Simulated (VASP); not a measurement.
Input of a VASP 6.6.1 run:

File INCAR:

```
PREC = Accurate ; ENCUT = 520
EDIFF = 1E-7 ; ISMEAR = 0
SIGMA = 0.05 ; LREAL = False
LASPH = True ; NELM = 60
ALGO = Normal ; ISIF = 2
LWAVE = False ; LCHARG = False
GGA = CA ; NBANDS = 12
```

The input KPOINTS:

```
regular mesh
0
Gamma
  8 8 8
```

The input POSCAR:

```
CsH
1.0
    0.0000000000      3.1880000000      3.1880000000
    3.1880000000      0.0000000000      3.1880000000
    3.1880000000      3.1880000000      0.0000000000
Cs H
1 1
Direct
    0.0274466750      0.0274466750     -0.0274466750
    0.5000000000      0.5000000000      0.5000000000
```

Potentials or basis: VASP PAW LDA potentials, release 64 (Cs_sv, H).

Run with:

```bash
$ cat potpaw_LDA.64/Cs_sv/POTCAR potpaw_LDA.64/H/POTCAR > POTCAR
$ mpirun -np 1 vasp_std > vasp.out
```

**Question.** Predict the largest force.

**Answer.** 0.088 eV/Å.

**Question.** What does it give for the band gap on the k mesh?

**Answer.** 1.97 eV.

**Question.** What does it give for the pressure?

**Answer.** -1.2 GPa.

Forces on the atoms (eV/Å):
```
Cs   0.000  0.000 -0.088
H    0.000  0.000  0.088
```

Caveat: the cell differs from its parent crystal (all Cs atoms moved +0.175 Å, as atom 1 along Cartesian [0 0 1]); spin-orbit coupling is left out, which moves the levels of the heavy elements. A k mesh can miss the band edges.
